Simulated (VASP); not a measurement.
GeSe5: relaxation of cell and atoms with PBE

GeSe5:

```xyz
6
Lattice="3.7500 0.0000 0.0000 -1.8750 3.2476 0.0000 0.0000 0.0000 12.6000" Properties=species:S:1:pos:R:3 pbc="T T T"
Ge    0.0000    0.0000    0.0000
Se    1.8750    1.0825   11.2140
Se    0.0000    2.1651    1.3860
Se    0.0000    2.1651    8.6940
Se    0.0000    0.0000    6.3000
Se    1.8750    1.0825    3.9060
```

- Program: VASP 6.6.1
- Task: relaxation of cell and atoms
- Functional: PBE
- Potentials or basis: VASP PAW PBE potentials, release 64 (Ge_d, Se)
- Cutoff: 600 eV
- k mesh: 5 × 5 × 2
- Occupations: gaussian, width 0.2 eV
- Spin: no spin polarisation
- Dipole correction: no
- Further INCAR settings: ALGO = Normal; EDIFF = 1e-07; IBRION = 2; EDIFFG = -0.08; NSW = 36; ISIF = 3

```json
{"Relaxed volume": "22.47 Å³/atom", "Relaxed cell": "a = 3.840 Å, b = 3.840 Å, c = 10.559 Å, α = 90.00°, β = 90.00°, γ = 120.00°", "Space group after relaxing (to 0.05 Å)": "P-3m1 (No. 164)", "Energy gained by relaxing": "407.0 meV/atom", "Ionic steps": "18", "Pressure after relaxing": "-0.3 GPa", "Largest force after relaxing": "0.070 eV/Å", "Band gap on the k mesh": "zero (band 22 reaches 4.54 eV, above the bottom of band 23 at 4.10 eV)"}
```

Forces in eV/Å, atoms in the order of the input:
```
Ge   0.000  0.000  0.000
Se   0.000  0.000  0.070
Se   0.000  0.000 -0.070
Se   0.000  0.000 -0.017
Se   0.000  0.000  0.000
Se   0.000  0.000  0.017
```

Stress tensor (GPa, compression positive):
```
-0.33  0.00  0.00
 0.00 -0.33  0.00
 0.00  0.00 -0.19
```

The path:
| step | energy change (eV) | largest force (eV/Å) | pressure (GPa) | volume (Å³) |
| --- | --- | --- | --- | --- |
| 1 | 0.0000 | 1.4429 | -3.98 | 153.45 |
| 2 | -0.8222 | 1.7314 | -0.61 | 139.67 |
| 3 | -1.1875 | 2.3697 | 14.10 | 115.90 |
| 4 | -1.3070 | 2.2547 | 6.69 | 124.65 |
| 5 | -1.7412 | 1.6556 | 6.05 | 124.44 |
| 6 | -2.2160 | 0.4462 | 6.41 | 123.54 |
| 7 | -2.2186 | 0.3328 | 6.58 | 123.40 |
| 8 | -2.4048 | 0.2201 | 1.63 | 130.59 |
| 9 | -2.4206 | 0.2870 | -0.16 | 133.85 |
| 10 | -2.4207 | 0.2823 | -0.05 | 133.61 |
| 11 | -2.4206 | 0.2782 | 0.06 | 133.40 |
| 12 | -2.4246 | 0.2475 | 0.08 | 133.43 |
| 13 | -2.4337 | 0.1543 | 0.11 | 133.54 |
| 14 | -2.4386 | 0.1276 | 0.21 | 133.74 |
| 15 | -2.4391 | 0.1001 | 0.18 | 133.69 |
| 16 | -2.4406 | 0.0922 | -0.08 | 134.31 |
| 17 | -2.4409 | 0.0860 | -0.32 | 134.87 |
| 18 | -2.4418 | 0.0698 | -0.28 | 134.84 |

Final structure:
```yaml
crystal:
  lattice:
    - [3.84005, 0.00000, 0.00000]
    - [-1.92003, 3.32558, 0.00000]
    - [0.00000, 0.00000, 10.55861]
  atoms:
    - { symbol: Ge, position: [0.00000, 0.00000, 0.00000] }
    - { symbol: Se, position: [0.66667, 0.33333, 0.85639] }
    - { symbol: Se, position: [0.33333, 0.66667, 0.14361] }
    - { symbol: Se, position: [0.33333, 0.66667, 0.65350] }
    - { symbol: Se, position: [0.00000, 0.00000, 0.50000] }
    - { symbol: Se, position: [0.66667, 0.33333, 0.34650] }
```

Levels at points of the mesh, in eV from the Fermi level:
```
           k point  band 19  band 20  band 21  band 22  band 23  band 24  band 25  band 26
(0.00, 0.00, 0.00)    -1.44    -1.24    -0.64    -0.64     0.71     0.71     0.93     1.02
(0.00, 0.00, 0.50)    -1.18    -0.92    -0.92    -0.44     0.04     0.90     0.90     1.69
```

Wall time 7.3 min on 1 thread of AMD EPYC 9R45 96-Core Processor (Zen 5) (shared host), peak memory 0.31 GiB.

Caveat: the k points lie up to 0.38 Å⁻¹ apart in the final cell; the relaxation stopped at a loose force limit of 0.08 eV/Å, so its end isn't a converged minimum.
